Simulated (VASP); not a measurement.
Runs of VASP 6.6.1 on Be3SnAu. The structure is that of space group Pm-3m (No. 221), or close to it. The cells are those of the table. 

```csv
task,cell,k mesh,cutoff (eV),gap on the mesh (eV),pressure (GPa),relaxed volume (Å³/atom)
relaxation of cell and atoms,"relaxed from a = 3.857 Å, 5 atoms",4 × 4 × 4,600,none,0.0,(a)
single point,"a = 4.560 Å, 5 atoms",8 × 8 × 8,520,none,-0.1,-
single point,"a = 3.857 Å, 5 atoms",4 × 4 × 4,520,none,75.9,-
single point,"a = 4.562 Å, 5 atoms",4 × 4 × 4,520,none,0.0,-
relaxation of cell and atoms,"relaxed from a = 4.562 Å, 5 atoms",8 × 8 × 8,600,none,0.0,18.96
```

Alike in all rows: level PBE; potentials or basis VASP PAW PBE potentials, release 64 (Be, Sn_d, Au); no spin polarisation; smearing gaussian 0.1 eV.

Estimate the missing entries.

(a) 18.99.

Caveats: some runs use coarse meshes; spin-orbit coupling is left out, which moves the levels of the heavy elements; the volume moved by over 15 % at a fixed basis, so the end points are rough (some runs).

A k mesh can miss the band edges, and the runs leave out spin-orbit coupling on Au, Sn.

A gap of «none» marks levels without a gap at the run's occupations.
